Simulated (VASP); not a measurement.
# Cs2SnI6 (Fm-3m) in VASP: notebook

Runs on Cs2SnI6. Level: PBE. Tasks: single point.

Program: VASP 6.6.1. These are calculated values, not measurements. Logs are shortened: lines on timing, memory, paths and dates and some standing lists are left out, and cuts for length are marked.

### Step 1. The cell of the first run

It takes space group Fm-3m (No. 225, cubic). The conventional cell has a = 12.042 Å, b = 12.042 Å, c = 12.042 Å, α = 90.00°, β = 90.00°, γ = 90.00°. Within 5.6 Å of Cs (site symmetry -43m) lie 12 I at 4.26 Å and 4 Sn at 5.21 Å. Within 3.8 Å of Sn (site symmetry m-3m) lie 6 I at 2.91 Å. I (site symmetry 4mm) has 1 Sn at 2.91 Å within 3.8 Å.

### Step 2. Single point, PBE

The input, INCAR:

```
SYSTEM = Cs2SnI6
PREC     = Accurate       ! precision mode
ENCUT    = 500            ! plane-wave cutoff, eV
EDIFF    = 1E-6           ! SCF threshold, eV
ISMEAR   = 0              ! smearing method
SIGMA    = 0.01           ! smearing width, eV
LREAL    = .FALSE.        ! projectors in reciprocal space
LASPH    = .TRUE.         ! aspherical terms in the spheres
NELM     = 120            ! most SCF steps
ALGO     = Normal         ! electronic algorithm
ISIF     = 2              ! what is computed and relaxed
LWAVE    = .FALSE.        ! write WAVECAR
LCHARG   = .FALSE.        ! write CHGCAR
GGA      = PE             ! functional
NBANDS   = 47             ! bands
GGA_COMPAT= .FALSE.
```

The input, KPOINTS:

```
regular mesh
0
G
  4 4 4
  0 0 0
```

The input, POSCAR:

```
Cs2SnI6
1.0
    0.0000000000      6.0210866498      6.0210866498
    6.0210866498      0.0000000000      6.0210866498
    6.0210866498      6.0210866498      0.0000000000
Cs Sn I
2 1 6
Direct
    0.2500000000      0.2500000000      0.2500000000
    0.7500000000      0.7500000000      0.7500000000
    0.0000000000      0.0000000000      0.0000000000
    0.2416514971      0.7583485029      0.7583485029
    0.2416514971      0.7583485029      0.2416514971
    0.7583485029      0.2416514971      0.7583485029
    0.7583485029      0.2416514971      0.2416514971
    0.7583485029      0.7583485029      0.2416514971
    0.2416514971      0.2416514971      0.7583485029
```

Potentials or basis: VASP PAW PBE potentials, release 64 (Cs_sv, Sn_d, I).

Launch:

```console
cat potpaw_PBE.64/Cs_sv/POTCAR potpaw_PBE.64/Sn_d/POTCAR potpaw_PBE.64/I/POTCAR > POTCAR
mpirun -np 1 vasp_std > vasp.out
```

OUTCAR:

```text
SYSTEM = Cs2SnI6
   PREC = Accurate
   ENCUT = 500
   EDIFF = 1E-6
   ISMEAR = 0
   LREAL = .FALSE.
   LASPH = .TRUE.
   NELM = 120
   ISIF = 2
   GGA = PE

 ion  position               nearest neighbor table
   1  0.250  0.250  0.250-
   2  0.750  0.750  0.750-
   3  0.000  0.000  0.000-   4 2.91   5 2.91   6 2.91   7 2.91   8 2.91   9 2.91
   4  0.242  0.758  0.758-   3 2.91
   5  0.242  0.758  0.242-   3 2.91
   6  0.758  0.242  0.758-   3 2.91
   7  0.758  0.242  0.242-   3 2.91
   8  0.758  0.758  0.242-   3 2.91
   9  0.242  0.242  0.758-   3 2.91

  LATTYP: Found a face centered cubic cell.
 ALAT       =    12.0421732996

  Lattice vectors:

 A1 = (   0.0000000000,   6.0210866498,   6.0210866498)
 A2 = (   6.0210866498,   0.0000000000,   6.0210866498)
 A3 = (   6.0210866498,   6.0210866498,   0.0000000000)

Analysis of symmetry for initial positions (statically):
=====================================================================
 Subroutine PRICEL returns:
 Original cell was already a primitive cell.

 Routine SETGRP: Setting up the symmetry group for a
 face centered cubic supercell.

 Subroutine GETGRP returns: Found 48 space group operations
 (whereof 48 operations were pure point group operations)
 out of a pool of 48 trial point group operations.

The static configuration has the point symmetry O_h .

Analysis of symmetry for dynamics (positions and initial velocities):
=====================================================================
 Subroutine PRICEL returns:
 Original cell was already a primitive cell.

 Routine SETGRP: Setting up the symmetry group for a
 face centered cubic supercell.

 Subroutine GETGRP returns: Found 48 space group operations
 (whereof 48 operations were pure point group operations)
 out of a pool of 48 trial point group operations.

The dynamic configuration has the point symmetry O_h .

 Subroutine INISYM returns: Found 48 space group operations
 (whereof 48 operations are pure point group operations),
 and found     1 'primitive' translations

----------------------------------------------------------------------------------------

                                     Primitive cell

  volume of cell :     436.5707

  direct lattice vectors                    reciprocal lattice vectors
     0.000000000  6.021086650  6.021086650    -0.083041489  0.083041489  0.083041489
     6.021086650  0.000000000  6.021086650     0.083041489 -0.083041489  0.083041489
     6.021086650  6.021086650  0.000000000     0.083041489  0.083041489 -0.083041489

  length of vectors
     8.515102400  8.515102400  8.515102400     0.143832078  0.143832078  0.143832078

  position of ions in fractional coordinates (direct lattice)
     0.250000000  0.250000000  0.250000000
     0.750000000  0.750000000  0.750000000
     0.000000000  0.000000000  0.000000000
     0.241651497  0.758348503  0.758348503
     0.241651497  0.758348503  0.241651497
     0.758348503  0.241651497  0.758348503
     0.758348503  0.241651497  0.241651497
     0.758348503  0.758348503  0.241651497
     0.241651497  0.241651497  0.758348503

  ion indices of the primitive-cell ions
   primitive index   ion index
                 1           1
                 2           2
                 3           3
                 4           4
                 5           5
                 6           6
                 7           7
                 8           8
                 9           9

----------------------------------------------------------------------------------------

 KPOINTS: regular mesh

Automatic generation of k-mesh.
 Grid dimensions read from file:
 generate k-points for:    4    4    4

 Generating k-lattice:

  Cartesian coordinates                     Fractional coordinates (reciprocal lattice)
    -0.020760372  0.020760372  0.020760372     0.250000000  0.000000000  0.000000000
     0.020760372 -0.020760372  0.020760372     0.000000000  0.250000000  0.000000000
     0.020760372  0.020760372 -0.020760372     0.000000000  0.000000000  0.250000000

  Length of vectors
     0.035958019  0.035958019  0.035958019

  Shift w.r.t. Gamma in fractional coordinates (k-lattice)
     0.000000000  0.000000000  0.000000000

 Subroutine IBZKPT returns following result:
 ===========================================

 Found      8 irreducible k-points:

 Following reciprocal coordinates:
            Coordinates               Weight
  0.000000  0.000000  0.000000      1.000000
  0.250000  0.000000  0.000000      8.000000
  0.500000  0.000000  0.000000      4.000000
  0.250000  0.250000  0.000000      6.000000
  0.500000  0.250000  0.000000     24.000000
 -0.250000  0.250000  0.000000     12.000000
  0.500000  0.500000  0.000000      3.000000
 -0.250000  0.500000  0.250000      6.000000
   k-points           NKPTS =      8   k-points in BZ     NKDIM =      8   number of bands    NBANDS=     47
   number of dos      NEDOS =    301   number of ions     NIONS =      9
   total plane-waves  NPLWV = 262144
   dimension x,y,z NGX =    64 NGY =   64 NGZ =   64
   dimension x,y,z NGXF=   128 NGYF=  128 NGZF=  128
   ions per type =               2   1   6
   NGX,Y,Z   is equivalent  to a cutoff of  12.50, 12.50, 12.50 a.u.
   NGXF,Y,Z  is equivalent  to a cutoff of  24.99, 24.99, 24.99 a.u.
 SYSTEM =  Cs2SnI6
   PREC   = accura    normal or accurate (medium, high low for compatibility)
   ISTART =      0    job   : 0-new  1-cont  2-samecut
   ICHARG =      2    charge: 1-file 2-atom 10-const
   ISPIN  =      1    spin polarized calculation?
   LNONCOLLINEAR =      F non collinear calculations
   LSORBIT =      F    spin-orbit coupling
   LASPH  =      T    aspherical Exc in radial PAW
   ENCUT  =  500.0 eV  36.75 Ry    6.06 a.u.  15.52 15.52 15.52*2*pi/ulx,y,z
   NELM   =    120;   NELMIN=  2; NELMDL= -5     # of ELM steps
   EDIFF  = 0.1E-05   stopping-criterion for ELM
   LREAL  =      F    real-space projection
   EDIFFG = 0.1E-04   stopping-criterion for IOM
   NSW    =      0    number of steps for IOM
   IBRION =     -1    ionic relax: 0-MD 1-quasi-New 2-CG
   NFREE  =      0    steps in history (QN), initial steepest desc. (CG)
   ISIF   =      2    stress and relaxation
   ISYM   =      2    0-nonsym 1-usesym 2-fastsym
   POTIM  = 0.5000    time-step for ionic-motion
   TEBEG  =    0.0;   TEEND  =   0.0 temperature during run
   PSTRESS=    0.0 pullay stress
   NELECT =      74.0000    total number of electrons
   NUPDOWN=      -1.0000    fix difference up-down
   EMIN   =  10.00;   EMAX   =-10.00  energy-range for DOS
   EFERMI =   0.00;   METHOD = LEGACY
   ISMEAR =     0;   SIGMA  =   0.01  broadening in eV -4-tet -1-fermi 0-gaus
   EFERMI_NEDOS =   21; number of points for ismear=-14 and -15
   IALGO  =     38    algorithm
   IMIX   =      4    mixing-type and parameters
     AMIX     =   0.40;   BMIX     =  1.00
     AMIX_MAG =   1.60;   BMIX_MAG =  1.00
  volume/ion in A,a.u.               =      48.51       327.35
  Fermi-wavevector in a.u.,A,eV,Ry     =   0.906012  1.712114 11.168443  0.820857
  Thomas-Fermi vector in A             =   2.029648
   LORBIT       =      0    0 simple, 1 ext, 2 COOP (PROOUT), +10 PAW based schemes
   GGA     = PE    functional components
   LHFCALC =     F    Hartree Fock is set to
   AEXX    =    0.0000 exact exchange contribution
   IVDW    =     0    specifies the selected vdW correction
   LEPSILON=     F    determine dielectric tensor
   LRPA    =     F    only Hartree local field effects (RPA)
 non-spin polarized calculation
 Gauss-broadening in eV      SIGMA  =   0.01
  energy-cutoff  :      500.00
  volume of cell :      436.57
 maximum number of plane-waves:     11096
 NGX is ok and might be reduce to    64
   NGX = 31   NGY = 31   NGZ = 31

 number of electron      74.0000011 magnetization

 Free energy of the ion-electron system (eV)
  ---------------------------------------------------
  ext. energy  EPLUGINS =         0.00000000
  ---------------------------------------------------
  free energy    TOTEN  =       -22.98189724 eV

  energy without entropy =      -22.98189724  energy(sigma->0) =      -22.98189724

 E-fermi :   1.1592     XC(G=0):  -7.4878

 val. band max:        1.0962744603   @ k =   0.0000   0.0000   0.0000
 cond. band min:       1.3613734025   @ k =   0.0000   0.0000   0.0000
 fundamental gap:      0.2650989422
 Fermi energy:         1.1592221192

 k-point     1 :       0.0000    0.0000    0.0000
  band No.  band energies     occupation
      1     -20.2547      2.00000
      2     -20.2547      2.00000
      3     -20.2126      2.00000
      4     -20.2126      2.00000
      5     -20.2126      2.00000
      6     -19.3978      2.00000
[... 39 lines left out ...]
     46       6.3824      0.00000
     47       6.3824      0.00000

 k-point     2 :       0.2500    0.0000    0.0000
  band No.  band energies     occupation
      1     -20.2547      2.00000
      2     -20.2547      2.00000
      3     -20.2126      2.00000
      4     -20.2126      2.00000
      5     -20.2126      2.00000
      6     -19.3974      2.00000
[... 39 lines left out ...]
     46       6.7243      0.00000
     47       6.7918      0.00000

 k-point     3 :       0.5000    0.0000    0.0000
  band No.  band energies     occupation
      1     -20.2547      2.00000
      2     -20.2547      2.00000
      3     -20.2126      2.00000
      4     -20.2126      2.00000
      5     -20.2126      2.00000
      6     -19.3967      2.00000
[... 239 lines left out ...]
     46       7.1426      0.00000
     47       7.3435      0.00000

 k-point     8 :      -0.2500    0.5000    0.2500
  band No.  band energies     occupation
      1     -20.2547      2.00000
      2     -20.2547      2.00000
      3     -20.2126      2.00000
      4     -20.2126      2.00000
      5     -20.2126      2.00000
      6     -19.3967      2.00000
[... 39 lines left out ...]
     46       7.2033      0.00000
     47       7.2107      0.00000

------------------------ aborting loop because EDIFF is reached ----------------------------------------

  FORCE on cell =-STRESS in cart. coord.  units (eV):
  Direction    XX          YY          ZZ          XY          YZ          ZX
  --------------------------------------------------------------------------------------
  -------------------------------------------------------------------------------------
  Total        0.0328823      0.0328823      0.0328823     -0.0000000      0.0000000      0.0000000
  in kB        0.1206751      0.1206751      0.1206751     -0.0000000      0.0000000      0.0000000
  external PRESSURE =       0.1206751 kB  Pullay stress =       0.0000000 kB

 VOLUME and BASIS-vectors are now :
 -----------------------------------------------------------------------------
  energy-cutoff  :      500.00
  volume of cell :      436.57
      direct lattice vectors                 reciprocal lattice vectors
     0.000000000  6.021086650  6.021086650    -0.083041489  0.083041489  0.083041489
     6.021086650  0.000000000  6.021086650     0.083041489 -0.083041489  0.083041489
     6.021086650  6.021086650  0.000000000     0.083041489  0.083041489 -0.083041489

 POSITION                                       TOTAL-FORCE (eV/Angst)
 -----------------------------------------------------------------------------------
      3.01054      3.01054      3.01054         0.000000     -0.000000      0.000000
      9.03163      9.03163      9.03163         0.000000     -0.000000     -0.000000
      0.00000      0.00000      0.00000         0.000000     -0.000000      0.000000
      9.13216      6.02109      6.02109        -0.003183     -0.000000      0.000000
      6.02109      2.91001      6.02109         0.000000      0.003183      0.000000
      6.02109      9.13216      6.02109         0.000000     -0.003183      0.000000
      2.91001      6.02109      6.02109         0.003183     -0.000000      0.000000
      6.02109      6.02109      9.13216         0.000000     -0.000000     -0.003183
      6.02109      6.02109      2.91001         0.000000     -0.000000      0.003183
 -----------------------------------------------------------------------------------
    total drift:                                0.000000      0.000000      0.000000

  FREE ENERGIE OF THE ION-ELECTRON SYSTEM (eV)
  ---------------------------------------------------
  free  energy   TOTEN  =       -22.9818972421 eV

  energy  without entropy=      -22.9818972421  energy(sigma->0) =      -22.98189724
```

It took 8.3 min on 1 thread of Intel Xeon 8259CL, shared host; peak memory 0.67 GiB.

What came out:

| Item | Value |
| --- | --- |
| Free energy | -22.9819 eV |
| Pressure | 0.0 GPa |
| Largest force | 0.003 eV/Å |
| Band gap on the k mesh | 0.27 eV |

Forces in eV/Å, atoms in the order of the input:
```
Cs   0.000  0.000  0.000
Cs   0.000  0.000  0.000
Sn   0.000  0.000  0.000
I   -0.003  0.000  0.000
I    0.000  0.003  0.000
I    0.000 -0.003  0.000
I    0.003  0.000  0.000
I    0.000  0.000 -0.003
I    0.000  0.000  0.003
```

Levels at points of the mesh, in eV from the valence-band top:
```tsv
k point	band 33	band 34	band 35	band 36	band 37	band 38	band 39	band 40	band 41	band 42
(0.00, 0.00, 0.00)	-0.44	-0.44	0.00	0.00	0.00	0.27	4.03	4.03	4.03	4.03
(0.50, 0.00, 0.00)	-0.42	-0.42	-0.28	-0.25	-0.25	1.05	3.56	4.93	4.93	5.11
(0.50, 0.50, 0.00)	-0.75	-0.61	-0.61	-0.60	-0.02	1.30	4.47	4.47	4.66	5.77
```

Caveat: spin-orbit coupling is left out, which moves the levels of the heavy elements.

(Part 1 of 2 ends here.)
